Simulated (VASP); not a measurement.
# MgZr2N2 (I4/mmm) in VASP: notebook

Runs on MgZr2N2. Level: PBE. Tasks: single point, relaxation of cell and atoms.

Everything below comes from runs of VASP 6.6.1. Logs are shortened: lines on timing, memory, paths and dates and some standing lists are left out, and cuts for length are marked.

### Step 1. The cell of the first run

It takes space group I4/mmm (No. 139, tetragonal). Conventional cell: a = 3.747 Å, b = 3.747 Å, c = 10.123 Å, α = 90.00°, β = 90.00°, γ = 90.00°. Within 3.8 Å of Mg (site symmetry 4/mmm) lie 8 N at 2.88 Å and 8 Zr at 3.15 Å and 4 Mg at 3.75 Å. Zr (site symmetry -4m2) has 4 N at 2.33 Å and 4 Zr at 2.65 Å within 3.1 Å. Within 3.0 Å of N (site symmetry 4mm) lie 1 N at 2.28 Å and 4 Zr at 2.33 Å and 4 Mg at 2.88 Å.

### Step 2. Single point, PBE

Input file INCAR:

```
ALGO = Normal ; EDIFF = 1E-6
ENCUT = 520 ; GGA = PE
ISIF = 2 ; ISMEAR = 0
LASPH = T ; LCHARG = F
LREAL = F ; LWAVE = F
NBANDS = 26 ; NELM = 60
PREC = Accurate ; SIGMA = 0.1
```

Input file KPOINTS:

```
k-points
0
Gamma
  6 6 6
```

Input file POSCAR:

```
MgZr2N2
1.0
   -1.8732660400      1.8732660400      5.0613829700
    1.8732660400     -1.8732660400      5.0613829700
    1.8732660400      1.8732660400     -5.0613829700
Mg Zr N
1 2 2
Direct
    0.0000000000      0.0000000000      0.0000000000
    0.7500000000      0.2500000000      0.5000000000
    0.2500000000      0.7500000000      0.5000000000
    0.6123820500      0.6123820500      0.0000000000
    0.3876179500      0.3876179500      0.0000000000
```

Potentials or basis: VASP PAW PBE potentials, release 64 (Mg, Zr_sv, N).

The run is started by

```bash
$ cat potpaw_PBE.64/Mg/POTCAR potpaw_PBE.64/Zr_sv/POTCAR potpaw_PBE.64/N/POTCAR > POTCAR
$ mpirun -np 1 vasp_std > vasp.out
```

OUTCAR:

```text
EDIFF = 1E-6
   ENCUT = 520
   GGA = PE
   ISIF = 2
   ISMEAR = 0
   LASPH = T
   LREAL = F
   NELM = 60
   PREC = Accurate

 ion  position               nearest neighbor table
   1  0.000  0.000  0.000-   2 3.15   3 3.15   2 3.15   3 3.15   2 3.15   3 3.15   2 3.15   3 3.15

   2  0.750  0.250  0.500-   5 2.33   4 2.33   5 2.33   4 2.33   3 2.65   3 2.65   3 2.65   3 2.65
                             1 3.15   1 3.15   1 3.15   1 3.15
   3  0.250  0.750  0.500-   5 2.33   4 2.33   5 2.33   4 2.33   2 2.65   2 2.65   2 2.65   2 2.65
                             1 3.15   1 3.15   1 3.15   1 3.15
   4  0.612  0.612  0.000-   3 2.33   2 2.33   2 2.33   3 2.33
   5  0.388  0.388  0.000-   2 2.33   3 2.33   3 2.33   2 2.33

  LATTYP: Found a body centered tetragonal cell.
 ALAT       =     3.7465320800
 C/A-ratio  =     2.7019029128

  Lattice vectors:

 A1 = (  -1.8732660400,   1.8732660400,   5.0613829700)
 A2 = (   1.8732660400,  -1.8732660400,   5.0613829700)
 A3 = (   1.8732660400,   1.8732660400,  -5.0613829700)

Analysis of symmetry for initial positions (statically):
=====================================================================
 Subroutine PRICEL returns:
 Original cell was already a primitive cell.

 Routine SETGRP: Setting up the symmetry group for a
 body centered tetragonal supercell.

 Subroutine GETGRP returns: Found 16 space group operations
 (whereof 16 operations were pure point group operations)
 out of a pool of 16 trial point group operations.

The static configuration has the point symmetry D_4h.

Analysis of symmetry for dynamics (positions and initial velocities):
=====================================================================
 Subroutine PRICEL returns:
 Original cell was already a primitive cell.

 Routine SETGRP: Setting up the symmetry group for a
 body centered tetragonal supercell.

 Subroutine GETGRP returns: Found 16 space group operations
 (whereof 16 operations were pure point group operations)
 out of a pool of 16 trial point group operations.

The dynamic configuration has the point symmetry D_4h.

 Subroutine INISYM returns: Found 16 space group operations
 (whereof 16 operations are pure point group operations),
 and found     1 'primitive' translations

[... 93 lines left out ...]
   ICHARG =      2    charge: 1-file 2-atom 10-const
   ISPIN  =      1    spin polarized calculation?
   LNONCOLLINEAR =      F non collinear calculations
   LSORBIT =      F    spin-orbit coupling
   LASPH  =      T    aspherical Exc in radial PAW
   ENCUT  =  520.0 eV  38.22 Ry    6.18 a.u.  10.62 10.62 10.62*2*pi/ulx,y,z
   NELM   =     60;   NELMIN=  2; NELMDL= -5     # of ELM steps
   EDIFF  = 0.1E-05   stopping-criterion for ELM
   LREAL  =      F    real-space projection
   EDIFFG = 0.1E-04   stopping-criterion for IOM
   NSW    =      0    number of steps for IOM
   IBRION =     -1    ionic relax: 0-MD 1-quasi-New 2-CG
   NFREE  =      0    steps in history (QN), initial steepest desc. (CG)
   ISIF   =      2    stress and relaxation
   ISYM   =      2    0-nonsym 1-usesym 2-fastsym
   POTIM  = 0.5000    time-step for ionic-motion
   TEBEG  =    0.0;   TEEND  =   0.0 temperature during run
   PSTRESS=    0.0 pullay stress
   NELECT =      36.0000    total number of electrons
   NUPDOWN=      -1.0000    fix difference up-down
   EMIN   =  10.00;   EMAX   =-10.00  energy-range for DOS
   EFERMI =   0.00;   METHOD = LEGACY
   ISMEAR =     0;   SIGMA  =   0.10  broadening in eV -4-tet -1-fermi 0-gaus
   EFERMI_NEDOS =   21; number of points for ismear=-14 and -15
   IALGO  =     38    algorithm
   IMIX   =      4    mixing-type and parameters
     AMIX     =   0.40;   BMIX     =  1.00
     AMIX_MAG =   1.60;   BMIX_MAG =  1.00
  volume/ion in A,a.u.               =      14.21        95.89
  Fermi-wavevector in a.u.,A,eV,Ry     =   1.305168  2.466409 23.177015  1.703463
  Thomas-Fermi vector in A             =   2.436055
   LORBIT       =      0    0 simple, 1 ext, 2 COOP (PROOUT), +10 PAW based schemes
   GGA     = PE    functional components
   LHFCALC =     F    Hartree Fock is set to
   AEXX    =    0.0000 exact exchange contribution
   IVDW    =     0    specifies the selected vdW correction
   LEPSILON=     F    determine dielectric tensor
   LRPA    =     F    only Hartree local field effects (RPA)
 non-spin polarized calculation
 Gauss-broadening in eV      SIGMA  =   0.10
  energy-cutoff  :      520.00
  volume of cell :       71.04
 maximum number of plane-waves:      1935
   NGX = 21   NGY = 21   NGZ = 21

 number of electron      36.0000000 magnetization

 Free energy of the ion-electron system (eV)
  ---------------------------------------------------
  ext. energy  EPLUGINS =         0.00000000
  ---------------------------------------------------
  free energy    TOTEN  =       -35.02261461 eV

  energy without entropy =      -35.00876691  energy(sigma->0) =      -35.01569076

 E-fermi :   7.9931     XC(G=0): -11.1793

 val. band max:        7.9759563225   @ k =   0.3333   0.3333   0.1667
 cond. band min:       8.0413661370   @ k =  -0.3333   0.1667   0.0000
 fundamental gap:      0.0654098145
 Fermi energy:         7.9931219199

 k-point     1 :       0.0000    0.0000    0.0000
  band No.  band energies     occupation
      1     -40.5508      2.00000
      2     -39.7946      2.00000
      3     -19.4050      2.00000
      4     -19.4050      2.00000
      5     -18.7967      2.00000
      6     -17.9932      2.00000
[... 685 lines left out ...]
     25      12.4453      0.00000
     26      13.3879      0.00000

 [... further k-points ...]
[... 5 lines left out ...]
  --------------------------------------------------------------------------------------
  -------------------------------------------------------------------------------------
  Total        6.6397752      6.6397752     -1.0275938      0.0000000     -0.0000000     -0.0000000
  in kB      149.7393163    149.7393163    -23.1741564      0.0000000     -0.0000000     -0.0000000
  external PRESSURE =      92.1014921 kB  Pullay stress =       0.0000000 kB

 VOLUME and BASIS-vectors are now :
 -----------------------------------------------------------------------------
  energy-cutoff  :      520.00
  volume of cell :       71.04
      direct lattice vectors                 reciprocal lattice vectors
    -1.873266040  1.873266040  5.061382970     0.000000000  0.266913503  0.098787229
     1.873266040 -1.873266040  5.061382970     0.266913503  0.000000000  0.098787229
     1.873266040  1.873266040 -5.061382970     0.266913503  0.266913503  0.000000000

 POSITION                                       TOTAL-FORCE (eV/Angst)
 -----------------------------------------------------------------------------------
      0.00000      0.00000      0.00000         0.000000      0.000000     -0.000000
     -0.00000      1.87327      2.53069         0.000000      0.000000     -0.000000
      1.87327     -0.00000      2.53069         0.000000      0.000000     -0.000000
      0.00000      0.00000      6.19900         0.000000      0.000000      2.606759
      0.00000      0.00000      3.92377        -0.000000     -0.000000     -2.606759
 -----------------------------------------------------------------------------------
    total drift:                               -0.000000     -0.000000     -0.000000

  FREE ENERGIE OF THE ION-ELECTRON SYSTEM (eV)
  ---------------------------------------------------
  free  energy   TOTEN  =       -35.0226146112 eV

  energy  without entropy=      -35.0087669106  energy(sigma->0) =      -35.01569076
```

OSZICAR:

```text
N       E                     dE             d eps       ncg     rms          rms(c)
DAV:   1     0.298704435130E+03    0.29870E+03   -0.19443E+04  1616   0.136E+03
DAV:   2    -0.141522130563E+02   -0.31286E+03   -0.30310E+03  1818   0.373E+02
DAV:   3    -0.384118244386E+02   -0.24260E+02   -0.23824E+02  2640   0.872E+01
DAV:   4    -0.396516278094E+02   -0.12398E+01   -0.12328E+01  2160   0.173E+01
DAV:   5    -0.396791200845E+02   -0.27492E-01   -0.27487E-01  2290   0.229E+00    0.285E+01
DAV:   6    -0.369761674293E+02    0.27030E+01   -0.29586E+01  1958   0.273E+01    0.154E+01
DAV:   7    -0.351207655655E+02    0.18554E+01   -0.89765E+00  1864   0.138E+01    0.105E+01
DAV:   8    -0.350260324391E+02    0.94733E-01   -0.84121E-01  2014   0.566E+00    0.106E+00
DAV:   9    -0.350235698555E+02    0.24626E-02   -0.11455E-01  2278   0.143E+00    0.686E-01
DAV:  10    -0.350227205398E+02    0.84932E-03   -0.15084E-02  1932   0.731E-01    0.204E-01
DAV:  11    -0.350226667627E+02    0.53777E-04   -0.27533E-03  2158   0.282E-01    0.791E-02
DAV:  12    -0.350226216761E+02    0.45087E-04   -0.54982E-04  2076   0.125E-01    0.320E-02
DAV:  13    -0.350226188340E+02    0.28421E-05   -0.33494E-05  2006   0.349E-02    0.165E-02
DAV:  14    -0.350226149008E+02    0.39332E-05   -0.83228E-06  1730   0.155E-02    0.458E-03
DAV:  15    -0.350226146112E+02    0.28957E-06   -0.54570E-07   916   0.605E-03
   1 F= -.35022615E+02 E0= -.35015691E+02  d E =-.138477E-01
```

Wall time 65 s (1 thread of Intel Xeon Platinum 8488C (Sapphire Rapids), shared host); peak memory 0.28 GiB.

What came out:

```yaml
Free_energy: -35.0226 eV
Pressure: 9.2 GPa
Largest_force: 2.607 eV/Å
Band_gap_on_the_k_mesh: zero (band 18 reaches 8.66 eV, above the bottom of band 19 at 7.43 eV)
```

Forces on the atoms (eV/Å):
```
Mg   0.000  0.000  0.000
Zr   0.000  0.000  0.000
Zr   0.000  0.000  0.000
N    0.000  0.000  2.607
N    0.000  0.000 -2.607
```

Levels at points of the mesh, in eV from the Fermi level:
```csv
k point,band 14,band 15,band 16,band 17,band 18,band 19,band 20,band 21,band 22,band 23
"(0.00, 0.00, 0.00)",-4.28,-2.20,-2.01,-1.82,-1.82,0.89,2.17,3.53,4.10,4.10
"(0.50, 0.00, 0.00)",-3.42,-2.79,-1.89,-0.05,0.46,1.58,1.71,1.90,2.22,3.89
"(0.50, 0.50, 0.00)",-3.63,-2.22,-1.95,-1.46,-0.69,-0.16,0.08,2.50,3.46,4.90
"(0.50, 0.50, 0.50)",-3.28,-2.71,-2.71,-2.19,-0.28,0.24,1.44,2.23,2.85,4.58
```

Caveat: the k points lie up to 0.40 Å⁻¹ apart; forces of over 1 eV/Å act on the atoms, so gaps and moduli don't describe the material at rest.

(Part 1 of 2 ends here.)
